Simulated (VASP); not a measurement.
MgS: single point with PBEsol

MgS:

```
CELL_PARAMETERS angstrom
0.00000 2.59131 2.59131
2.59131 0.00000 2.59131
2.59131 2.59131 0.00000
ATOMIC_POSITIONS crystal
Mg 0.00000 0.00000 0.00000
S 0.50000 0.50000 0.50000
```

```json
{
  "Program": "VASP 6.6.1",
  "Task": "single point",
  "Functional": "PBEsol",
  "Potentials or basis": "VASP PAW PBE potentials, release 64 (Mg, S)",
  "Cutoff": "600 eV",
  "k mesh": "6 × 6 × 6",
  "Occupations": "gaussian, width 0.01 eV",
  "Spin": "non-collinear spin, zero start, spin-orbit coupling",
  "Starting moments": "[[0.0, 0.0, 0.0], [0.0, 0.0, 0.0]] μB"
}
```

The pressure is -0.2 GPa and the net moment is 0.00 μB per cell. The valence electrons inside the program's atomic spheres are Mg 0.31; S 3.79.

Moments on the atoms (μB; x, y, z):
```
Mg  0.00 0.00 0.00
S   0.00 0.00 0.00
```

It took 34 s on 1 thread of AMD EPYC 7R43 64-Core Processor (Zen 3), on a shared host, peak memory 0.24 GiB.

Caveat: the PAW data sets were made with another functional, which shifts forces and pressure a little.
